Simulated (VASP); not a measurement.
Wanted: the native input for a VASP 6.6.1 run.

- Task: single point
- Functional: PBE
- Potentials or basis: VASP PAW PBE potentials, release 64 (Mg)
- Cutoff: 520 eV
- k mesh: 18 × 18 × 10
- Occupations: gaussian, width 0.05 eV
- Spin: no spin polarisation
- Dipole correction: no
- Further INCAR settings: ALGO = Normal; EDIFF = 1e-07; NBANDS = 9

The structure of Mg lies in POSCAR:

```
Mg
1.0
    2.9216880042      0.0000000000      0.0000000000
   -1.4608440021      2.5302560336      0.0000000000
    0.0000000000      0.0000000000      4.7184557125
Mg
2
Direct
    0.3333333333      0.6666666667      0.2500000000
    0.6666666667      0.3333333333      0.7500000000
```

This cell differs from its parent crystal: volume scaled by 0.760.

One way to write it, as run:

INCAR

```
SYSTEM = Mg
PREC     = Accurate       ! precision mode
ENCUT    = 520            ! plane-wave cutoff, eV
EDIFF    = 1E-7           ! SCF threshold, eV
ISMEAR   = 0              ! smearing method
SIGMA    = 0.05           ! smearing width, eV
LREAL    = .FALSE.        ! projectors in reciprocal space
LASPH    = .TRUE.         ! aspherical terms in the spheres
NELM     = 100            ! most SCF steps
ALGO     = Normal         ! electronic algorithm
ISIF     = 2              ! what is computed and relaxed
LWAVE    = .FALSE.        ! write WAVECAR
LCHARG   = .FALSE.        ! write CHGCAR
GGA      = PE             ! functional
NBANDS   = 9              ! bands
```

KPOINTS

```
regular mesh
0
G
  18 18 10
  0 0 0
```

Potentials or basis: VASP PAW PBE potentials, release 64 (Mg).

The run is started by

```console
$ cat potpaw_PBE.64/Mg/POTCAR > POTCAR
$ mpirun -np 1 vasp_std > vasp.out
```

It gave:

```
Pressure               : 17.0 GPa
Band gap on the k mesh : zero (band 2 reaches 5.22 eV, above the bottom of band 3 at 3.07 eV)
```

It took 22 s on 1 thread of Intel(R) Xeon(R) Platinum 8375C CPU @ 2.90GHz (Ice Lake), on a shared host, peak memory 0.2 GiB.
